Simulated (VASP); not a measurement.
# SiOs2C2 (P6mm) in VASP: single point with PBE

Aim: the single point of SiOs2C2 with PBE.

All numbers are computed with VASP 6.6.1; they aren't measurements. Logs are shortened: lines on timing, memory, paths and dates and some standing lists are left out, and cuts for length are marked.

### Step 1. The cell of the first run

Symmetry: P6mm, No. 183, hexagonal system. Conventional cell: a = 4.602 Å, b = 4.602 Å, c = 3.898 Å, α = 90.00°, β = 90.00°, γ = 120.00°. Within 3.5 Å of Si (site symmetry 6mm) lie 6 Os at 2.66 Å and 12 C at 3.29 to 3.30 Å. Within 2.5 Å of Os (site symmetry 3m) lie 2 C at 1.87 to 2.03 Å. C (site symmetry 3m) has 2 Os at 1.87 to 2.03 Å within 2.5 Å.

The cell was built from a structure type or drawn by symmetry, and may not be a known phase.

### Step 2. Single point, PBE, collinear spin

INCAR reads:

```
  ALGO = Normal
  EDIFF = 1E-6
  ENCUT = 600
  GGA = PE
  GGA_COMPAT = False
  ISIF = 2
  ISMEAR = 0
  ISPIN = 2
  LASPH = True
  LCHARG = False
  LMAXMIX = 4
  LORBIT = 11
  LREAL = False
  LWAVE = False
  MAGMOM = 0 1 1 0 0
  NBANDS = 34
  NELM = 200
  PREC = Accurate
  SIGMA = 0.1
```

KPOINTS reads:

```
k-points
0
Gamma
  6 6 4
```

POSCAR reads:

```
SiOs2C2
1.0
    4.6018228343      0.0000000000      0.0000000000
   -2.3009114172      3.9852954782      0.0000000000
    0.0000000000      0.0000000000      3.8984812817
Si Os C
1 2 2
Direct
    0.0000000000      0.0000000000      0.4166681112
    0.3333333333      0.6666666667      0.3991218646
    0.6666666667      0.3333333333      0.3991218646
    0.3333333333      0.6666666667      0.9194986348
    0.6666666667      0.3333333333      0.9194986348
```

Potentials or basis: VASP PAW PBE potentials, release 64 (Si, Os_sv_GW, C).

Run with:

```sh
$ cat potpaw_PBE.64/Si/POTCAR potpaw_PBE.64/Os_sv_GW/POTCAR potpaw_PBE.64/C/POTCAR > POTCAR
$ mpirun -np 1 vasp_std > vasp.out
```

OUTCAR:

```text
EDIFF = 1E-6
   ENCUT = 600
   GGA = PE
   ISIF = 2
   ISMEAR = 0
   ISPIN = 2
   LASPH = True
   LORBIT = 11
   LREAL = False
   NELM = 200
   PREC = Accurate

 ion  position               nearest neighbor table
   1  0.000  0.000  0.417-   2 2.66   3 2.66   3 2.66   2 2.66   3 2.66   2 2.66
   2  0.333  0.667  0.399-   4 1.87   4 2.03   3 2.66   3 2.66   3 2.66   1 2.66   1 2.66   1 2.66

   3  0.667  0.333  0.399-   5 1.87   5 2.03   2 2.66   2 2.66   2 2.66   1 2.66   1 2.66   1 2.66

   4  0.333  0.667  0.919-   2 1.87   2 2.03
   5  0.667  0.333  0.919-   3 1.87   3 2.03

  LATTYP: Found a hexagonal cell.
 ALAT       =     4.6018228343
 C/A-ratio  =     0.8471602280

  Lattice vectors:

 A1 = (   4.6018228343,   0.0000000000,   0.0000000000)
 A2 = (  -2.3009114172,   3.9852954782,   0.0000000000)
 A3 = (   0.0000000000,   0.0000000000,   3.8984812817)

Analysis of symmetry for initial positions (statically):
=====================================================================
 Subroutine PRICEL returns:
 Original cell was already a primitive cell.

 Routine SETGRP: Setting up the symmetry group for a
 hexagonal supercell.

 Subroutine GETGRP returns: Found 12 space group operations
 (whereof 12 operations were pure point group operations)
 out of a pool of 24 trial point group operations.

The static configuration has the point symmetry C_6v.

Analysis of symmetry for dynamics (positions and initial velocities):
=====================================================================
 Subroutine PRICEL returns:
 Original cell was already a primitive cell.

 Routine SETGRP: Setting up the symmetry group for a
 hexagonal supercell.

 Subroutine GETGRP returns: Found 12 space group operations
 (whereof 12 operations were pure point group operations)
 out of a pool of 24 trial point group operations.

The dynamic configuration has the point symmetry C_6v.

Analysis of structural, dynamic, and magnetic symmetry:
=====================================================================
 Subroutine PRICEL returns:
 Original cell was already a primitive cell.

 Routine SETGRP: Setting up the symmetry group for a
 hexagonal supercell.

 Subroutine GETGRP returns: Found 12 space group operations
 (whereof 12 operations were pure point group operations)
 out of a pool of 24 trial point group operations.

The overall configuration has the point symmetry C_6v.

 Subroutine INISYM returns: Found 12 space group operations
 (whereof 12 operations are pure point group operations),
 and found     1 'primitive' translations

----------------------------------------------------------------------------------------

                                     Primitive cell

  volume of cell :      71.4967

  direct lattice vectors                    reciprocal lattice vectors
     4.601822834  0.000000000  0.000000000     0.217305193  0.125461212  0.000000000
    -2.300911417  3.985295478  0.000000000     0.000000000  0.250922424  0.000000000
     0.000000000  0.000000000  3.898481282     0.000000000  0.000000000  0.256510145

  length of vectors
     4.601822834  4.601822834  3.898481282     0.250922424  0.250922424  0.256510145

  position of ions in fractional coordinates (direct lattice)
     0.000000000  0.000000000  0.416668111
     0.333333333  0.666666667  0.399121865
     0.666666667  0.333333333  0.399121865
     0.333333333  0.666666667  0.919498635
     0.666666667  0.333333333  0.919498635

  ion indices of the primitive-cell ions
   primitive index   ion index
                 1           1
                 2           2
                 3           3
                 4           4
                 5           5

----------------------------------------------------------------------------------------

 KPOINTS: k-points

Automatic generation of k-mesh.
[... 23 lines left out ...]
  0.000000  0.000000  0.000000      1.000000
  0.166667  0.000000  0.000000      6.000000
  0.333333  0.000000  0.000000      6.000000
  0.500000  0.000000  0.000000      3.000000
  0.166667  0.166667  0.000000      6.000000
  0.333333  0.166667  0.000000     12.000000
[... 13 lines left out ...]
  0.333333  0.166667  0.500000     12.000000
  0.333333  0.333333  0.500000      2.000000
   k-points           NKPTS =     21   k-points in BZ     NKDIM =     21   number of bands    NBANDS=     34
   number of dos      NEDOS =    301   number of ions     NIONS =      5
   total plane-waves  NPLWV =  51200
   dimension x,y,z NGX =    40 NGY =   40 NGZ =   32
   dimension x,y,z NGXF=    80 NGYF=   80 NGZF=   64
   ions per type =               1   2   2
   NGX,Y,Z   is equivalent  to a cutoff of  14.45, 14.45, 13.65 a.u.
   NGXF,Y,Z  is equivalent  to a cutoff of  28.90, 28.90, 27.29 a.u.
 SYSTEM =  unknown system
   PREC   = accura    normal or accurate (medium, high low for compatibility)
   ISTART =      0    job   : 0-new  1-cont  2-samecut
   ICHARG =      2    charge: 1-file 2-atom 10-const
   ISPIN  =      2    spin polarized calculation?
   LNONCOLLINEAR =      F non collinear calculations
   LSORBIT =      F    spin-orbit coupling
   LASPH  =      T    aspherical Exc in radial PAW
   ENCUT  =  600.0 eV  44.10 Ry    6.64 a.u.   9.19  9.19  7.79*2*pi/ulx,y,z
   NELM   =    200;   NELMIN=  2; NELMDL= -5     # of ELM steps
   EDIFF  = 0.1E-05   stopping-criterion for ELM
   LREAL  =      F    real-space projection
   EDIFFG = 0.1E-04   stopping-criterion for IOM
   NSW    =      0    number of steps for IOM
   IBRION =     -1    ionic relax: 0-MD 1-quasi-New 2-CG
   NFREE  =      0    steps in history (QN), initial steepest desc. (CG)
   ISIF   =      2    stress and relaxation
   ISYM   =      2    0-nonsym 1-usesym 2-fastsym
   POTIM  = 0.5000    time-step for ionic-motion
   TEBEG  =    0.0;   TEEND  =   0.0 temperature during run
   PSTRESS=    0.0 pullay stress
   NELECT =      44.0000    total number of electrons
   NUPDOWN=      -1.0000    fix difference up-down
   EMIN   =  10.00;   EMAX   =-10.00  energy-range for DOS
   EFERMI =   0.00;   METHOD = LEGACY
   ISMEAR =     0;   SIGMA  =   0.10  broadening in eV -4-tet -1-fermi 0-gaus
   EFERMI_NEDOS =   21; number of points for ismear=-14 and -15
   IALGO  =     38    algorithm
   IMIX   =      4    mixing-type and parameters
     AMIX     =   0.40;   BMIX     =  1.00
     AMIX_MAG =   1.60;   BMIX_MAG =  1.00
  volume/ion in A,a.u.               =      14.30        96.50
  Fermi-wavevector in a.u.,A,eV,Ry     =   1.392506  2.631455 26.382692  1.939073
  Thomas-Fermi vector in A             =   2.516242
   LORBIT       =     11    0 simple, 1 ext, 2 COOP (PROOUT), +10 PAW based schemes
   GGA     = PE    functional components
   LHFCALC =     F    Hartree Fock is set to
   AEXX    =    0.0000 exact exchange contribution
   IVDW    =     0    specifies the selected vdW correction
   LEPSILON=     F    determine dielectric tensor
   LRPA    =     F    only Hartree local field effects (RPA)
 spin polarized calculation
 Gauss-broadening in eV      SIGMA  =   0.10
  energy-cutoff  :      600.00
  volume of cell :       71.50
 maximum number of plane-waves:      2416
 NGX is ok and might be reduce to    40
   NGX = 19   NGY = 19   NGZ = 15

 number of electron      44.0000002 magnetization       0.0546567

 number of electron      44.0000001 magnetization      -0.0029463

 Free energy of the ion-electron system (eV)
  ---------------------------------------------------
  ext. energy  EPLUGINS =         0.00000000
  ---------------------------------------------------
  free energy    TOTEN  =       -42.31851561 eV

  energy without entropy =      -42.30462757  energy(sigma->0) =      -42.31157159

 E-fermi :   8.0909     XC(G=0): -11.6511

 val. band max:        8.0789076038   @ k =   0.3333   0.3333   0.5000
 cond. band min:       8.1163394667   @ k =   0.3333   0.0000   0.0000
 fundamental gap:      0.0374318629
 Fermi energy:         8.0908752012

 spin component 1

 k-point     1 :       0.0000    0.0000    0.0000
  band No.  band energies     occupation
      1     -78.4656      1.00000
      2     -78.4026      1.00000
      3     -38.0661      1.00000
      4     -38.0661      1.00000
      5     -37.9378      1.00000
      6     -37.8341      1.00000
[... 766 lines left out ...]
     33      16.8426      0.00000
     34      19.0545      0.00000
 Fermi energy:         8.0908752012

 spin component 2

 k-point     1 :       0.0000    0.0000    0.0000
  band No.  band energies     occupation
      1     -78.4657      1.00000
      2     -78.4026      1.00000
      3     -38.0661      1.00000
      4     -38.0661      1.00000
      5     -37.9379      1.00000
      6     -37.8342      1.00000
[... 766 lines left out ...]
     33      16.8411      0.00000
     34      19.0542      0.00000

------------------------ aborting loop because EDIFF is reached ----------------------------------------

  FORCE on cell =-STRESS in cart. coord.  units (eV):
  Direction    XX          YY          ZZ          XY          YZ          ZX
  --------------------------------------------------------------------------------------
  -------------------------------------------------------------------------------------
  Total       -0.1669995     -0.1669995     -0.0697308      0.0000000      0.0000000      0.0000000
  in kB       -3.7423110     -3.7423110     -1.5626053      0.0000000      0.0000000      0.0000000
  external PRESSURE =      -3.0157424 kB  Pullay stress =       0.0000000 kB

 VOLUME and BASIS-vectors are now :
 -----------------------------------------------------------------------------
  energy-cutoff  :      600.00
  volume of cell :       71.50
      direct lattice vectors                 reciprocal lattice vectors
     4.601822834  0.000000000  0.000000000     0.217305193  0.125461212  0.000000000
    -2.300911417  3.985295478  0.000000000     0.000000000  0.250922424  0.000000000
     0.000000000  0.000000000  3.898481282     0.000000000  0.000000000  0.256510145

 POSITION                                       TOTAL-FORCE (eV/Angst)
 -----------------------------------------------------------------------------------
      0.00000      0.00000      1.62437        -0.000000     -0.000000      0.002032
     -0.00000      2.65686      1.55597         0.000000      0.000000      0.021725
      2.30091      1.32843      1.55597        -0.000000      0.000000      0.021725
     -0.00000      2.65686      3.58465        -0.000000      0.000000     -0.022741
      2.30091      1.32843      3.58465         0.000000     -0.000000     -0.022741
 -----------------------------------------------------------------------------------
    total drift:                                0.000000      0.000000      0.000311

  FREE ENERGIE OF THE ION-ELECTRON SYSTEM (eV)
  ---------------------------------------------------
  free  energy   TOTEN  =       -42.3185156061 eV

  energy  without entropy=      -42.3046275663  energy(sigma->0) =      -42.31157159

 total charge

# of ion       s       p       d       f       tot
--------------------------------------------------
    1        0.789   0.704   0.000   0.000   1.494
    2        3.503   6.123   5.284   0.178  15.089
    3        3.503   6.123   5.284   0.178  15.089
    4        0.979   1.303   0.000   0.000   2.283
    5        0.979   1.303   0.000   0.000   2.283
--------------------------------------------------
tot          9.754  15.558  10.568   0.357  36.237

 magnetization (x)

# of ion       s       p       d       f       tot
--------------------------------------------------
    1       -0.000  -0.000   0.000   0.000  -0.001
    2       -0.000  -0.000  -0.000  -0.000  -0.000
    3       -0.000  -0.000  -0.000  -0.000  -0.000
    4       -0.000  -0.000   0.000   0.000  -0.000
    5       -0.000  -0.000   0.000   0.000  -0.000
--------------------------------------------------
tot         -0.000  -0.001  -0.000  -0.000  -0.002
```

It took 56 s on 1 thread of Intel Xeon 6975P-C (Granite Rapids), shared host; peak memory 0.31 GiB.

Results:

* Free energy: -42.3185 eV
* Pressure: -0.3 GPa
* Largest force: 0.023 eV/Å
* Band gap on the k mesh: zero (filled and empty bands overlap)
* Net moment: 0.00 μB per cell
* Valence electrons inside the program's atomic spheres: Si 1.49; Os 15.09; C 2.28

Forces in eV/Å, atoms in the order of the input:
```
Si   0.000  0.000  0.002
Os   0.000  0.000  0.022
Os   0.000  0.000  0.022
C    0.000  0.000 -0.023
C    0.000  0.000 -0.023
```

Caveat: the k points lie up to 0.40 Å⁻¹ apart, too coarse for converged energies and pressures of a metal; spin-orbit coupling is left out, which moves the levels of the heavy elements.
